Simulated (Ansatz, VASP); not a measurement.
Ag in VASP and in Ansatz

```
Ag
1.0
     0.00000    2.02267    2.04310
     2.04310    0.00000    2.04310
     2.04310    2.02267    0.00000
Ag
1
Direct
  0.00000 0.00000 0.00000
```

Change from the starting cell: strain -0.0100 x Voigt [0, 1, 0, 0, 0, 0], atoms carried along.

Alike in both runs: task single point; functional PBEsol; k mesh 20 × 20 × 20; occupations gaussian, width 0.15 eV; no spin polarisation.

|  | VASP | Ansatz |
| --- | --- | --- |
| version | VASP 6.6.1 | Ansatz 0.2.0 |
| potentials or method | VASP PAW PBE potentials, release 64 (Ag), cutoff 520 eV | scalar-relativistic, plane waves, PAW |
| valence electrons in the cell | 11 | 19 |

|  | VASP | Ansatz | Ansatz less VASP |
| --- | --- | --- | --- |
| gap on the k mesh at the Fermi level (eV) | none | none | - |
| pressure (GPa) | -1.8 | -1.5 | +0.21 |
| traceless stress, the component that is largest in VASP (GPa) | 0.26 | 0.26 | +0.003 |

VASP's potentials were made for PBE, not for PBEsol. A gap of «none» marks a metal or a gap that the smearing closes. The functional is the same, so the differences come from potentials, cutoffs and numerics. VASP's potentials hold 11 valence electrons a cell and Ansatz's 19, so a difference there can come from the potentials and not from the codes.
